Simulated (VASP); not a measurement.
Wanted: the native input for a VASP 6.6.1 run.

```
Task                   : single point
Functional             : PBEsol
Potentials or basis    : VASP PAW PBE potentials, release 64 (Al, Cu)
Cutoff                 : 520 eV
k mesh                 : 8 × 8 × 1
Occupations            : gaussian, width 0.1 eV
Spin                   : no spin polarisation
Dipole correction      : yes
Further INCAR settings : LREAL = Auto; ALGO = Normal; EDIFF = 1e-07; NBANDS = 70
```

The structure of Al7Cu3 lies in POSCAR:

```
Al7Cu3
1.0
    4.8278486181      0.0000000000      0.0000000000
   -2.4139243090      4.2377626285      0.0000000000
    0.0000000000      0.0000000000     27.7132878855
Al Cu
14 6
Direct
    0.4103021771      0.8206043542      0.2714467798
    0.0896978229      0.1793956458      0.2714467798
    0.7500000000      0.5000000000      0.3174170428
    0.2500000000      0.5000000000      0.3744934798
    0.9083521042      0.8167042084      0.4241391041
    0.5916478958      0.1832957916      0.4241391041
    0.2500000000      0.5000000000      0.4726335244
    0.7500000000      0.5000000000      0.5273665430
    0.4083520533      0.8167041066      0.5758609992
    0.0916479467      0.1832958934      0.5758609992
    0.7500000000      0.5000000000      0.6255065989
    0.2500000000      0.5000000000      0.6825828785
    0.9103021566      0.8206043133      0.7285530660
    0.5896978434      0.1793956867      0.7285530660
    0.7500000000      0.0000000000      0.3485678209
    0.2500000000      0.0000000000      0.3485678209
    0.2500000000      0.0000000000      0.5000000520
    0.7500000000      0.0000000000      0.5000000520
    0.7500000000      0.0000000000      0.6514321443
    0.2500000000      0.0000000000      0.6514321443
```

One way to write it, as run:

INCAR

```
ALGO = Normal
DIPOL = 0.5 0.5 0.500
EDIFF = 1E-7
ENCUT = 520
GGA = PS
IDIPOL = 3
ISIF = 2
ISMEAR = 0
LASPH = T
LCHARG = F
LDIPOL = T
LREAL = Auto
LWAVE = F
NBANDS = 70
NELM = 100
PREC = Accurate
SIGMA = 0.1
```

KPOINTS

```
k-points
0
Gamma
  8 8 1
```

Potentials or basis: VASP PAW PBE potentials, release 64 (Al, Cu).

Command:

```console
$ cat potpaw_PBE.64/Al/POTCAR potpaw_PBE.64/Cu/POTCAR > POTCAR
$ mpirun -np 1 vasp_std > vasp.out
```

It gave:

* Largest force: 0.021 eV/Å
* Band gap on the k mesh: zero (bands 54 and 55 overlap by 0.96 eV)

Caveat: the PAW data sets were made with another functional, which shifts forces and pressure a little.

Wall time 21 min on 1 thread of Intel(R) Xeon(R) 6975P-C (Granite Rapids), on a shared host, peak memory 0.88 GiB.
